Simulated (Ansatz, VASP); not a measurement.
NaF: VASP beside Ansatz

```
Na F
1.0
     0.00000    2.32000    2.32000
     2.32000    0.00000    2.32000
     2.32000    2.32000    0.00000
Na F
1 1
Direct
  0.00000 0.00000 0.00000
  0.50000 0.50000 0.50000
```

Alike in both runs: task relaxation of cell and atoms; functional r2SCAN; k mesh 8 × 8 × 8; occupations gaussian, width 0.02 eV; no spin polarisation.

|  | VASP | Ansatz |
| --- | --- | --- |
| version | VASP 6.6.1 | Ansatz 0.2.0 |
| potentials or method | VASP PAW PBE potentials, release 64 (Na_pv, F), cutoff 600 eV | scalar-relativistic, plane waves, PAW |
| valence electrons in the cell | 14 | 16 |

|  | VASP | Ansatz | Ansatz less VASP |
| --- | --- | --- | --- |
| gap on the k mesh at the Fermi level, each at its own relaxed structure (eV) | 7.41 | 7.28 | -0.123 |
| relaxed volume (Å³/atom) | 11.95 | 12.12 | +0.171 |
| relaxed cell length with the largest relative difference (Å) | 3.233 | 3.249 | +0.0154 |

VASP's potentials were made for PBE, not for r2SCAN. VASP's potentials hold 14 valence electrons a cell and Ansatz's 16, so a difference there can come from the potentials and not from the codes.
